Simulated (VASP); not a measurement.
The system is TaN (l.f).

```
Ta N
1.0
     0.00000    2.19500    2.19500
     2.19500    0.00000    2.19500
     2.19500    2.19500    0.00000
Ta N
1 1
Direct
  0.00000 0.00000 0.00000
  0.50000 0.50000 0.50000
```

* Program: VASP 6.6.1
* Task: relaxation of cell and atoms
* Functional: LDA
* Potentials or basis: VASP PAW LDA potentials, release 64 (Ta_pv, N)
* Cutoff: 600 eV
* k mesh: 8 × 8 × 8
* Occupations: gaussian, width 0.1 eV
* Spin: no spin polarisation

At the start: pressure -8.1 GPa; volume 10.58 Å³/atom.

Q: Where does the relaxation end?

A: Over 3 steps the energy falls by 6.2 meV/atom and the volume is 10.34 Å³/atom (-2.2 %); space group Fm-3m (No. 225, to 0.05 Å).

The path:
| step | energy change (eV) | largest force (eV/Å) | pressure (GPa) | volume (Å³) |
| --- | --- | --- | --- | --- |
| 1 | 0.0000 | 0.0000 | -8.13 | 21.15 |
| 2 | 0.0667 | 0.0000 | 23.71 | 19.55 |
| 3 | -0.0124 | 0.0000 | -0.19 | 20.68 |

Final structure:
```
Ta N
1.0
     0.00000    2.17870    2.17870
     2.17870    0.00000    2.17870
     2.17870    2.17870    0.00000
Ta N
1 1
Direct
  0.00000 0.00000 0.00000
  0.50000 0.50000 0.50000
```
